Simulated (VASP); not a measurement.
# Li2O: single point with PBE

The system is Li2O.

```xyz
3
Lattice="0.0000 2.3052 2.3052 2.3052 0.0000 2.3052 2.3052 2.3052 0.0000" Properties=species:S:1:pos:R:3 pbc="T T T"
O     0.0000    0.0000    0.0000
Li    1.1526    1.1526    1.1526
Li    3.4579    3.4579    3.4579
```

```yaml
Program: VASP 6.6.1
Task: single point
Functional: PBE
Potentials_or_basis: VASP PAW PBE potentials, release 64 (O, Li_sv)
Cutoff: 750 eV
k_mesh: 7 × 7 × 7
Occupations: gaussian, width 0.02 eV
Spin: no spin polarisation
```

The pressure is 0.5 GPa and the band gap on the k mesh is 5.16 eV, indirect (least direct gap 5.31 eV).

Levels at points of the mesh, in eV from the valence-band top:
| k point | band 4 | band 5 | band 6 | band 7 | band 8 | band 9 |
| --- | --- | --- | --- | --- | --- | --- |
| (0.00, 0.00, 0.00) | 0.00 | 0.00 | 0.00 | 5.31 | 11.97 | 11.97 |

It took 12 s on 1 thread of Intel Xeon 6975P-C (shared host), peak memory 0.16 GiB.

A k mesh can miss the band edges.
